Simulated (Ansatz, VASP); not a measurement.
# One calculation of TaN, two programs

```
Ta N
1.0
     3.05000    0.00000    0.00000
    -1.52500    2.64138    0.00000
     0.00000    0.00000    4.79180
Ta N
2 2
Cartesian
  0.0000 1.7609 0.0000
  1.5250 0.8805 2.3959
  0.0000 1.7609 1.8448
  1.5250 0.8805 4.2407
```

Change from the starting cell: zz strain of -3 %.

Alike in both runs: task single point; functional PBEsol; k mesh 9 × 9 × 5; occupations fermi-dirac, width 0.01 eV; no spin polarisation.

|  | VASP | Ansatz |
| --- | --- | --- |
| version | VASP 6.6.1 | Ansatz 0.2.0 |
| potentials or method | VASP PAW PBE potentials, release 64 (Ta_pv, N), cutoff 600 eV | all-electron LAPW, scalar-relativistic |

Ansatz gave:

| Quantity | Value |
| --- | --- |
| pressure (GPa) | 144.2 |
| traceless stress, the component that is largest in VASP (GPa) | -6.92 |
| rms of the force components (eV/Å) | 0.376 |

Question: Estimate VASP's values.

Answer: Pressure (GPa): 150.9; traceless stress, the component that is largest in VASP (GPa): -7.12; rms of the force components (eV/Å): 0.364.

VASP's potentials were made for PBE, not for PBEsol. Atom by atom the forces differ by 0.012 eV/Å (rms over components). Both programs put the cell under a high pressure, so it lies far from rest at this level. Ansatz ran all-electron here, and VASP with PAW potentials.

Spin-orbit coupling is off throughout. Noted on VASP's run: the cell as given lies far from equilibrium.
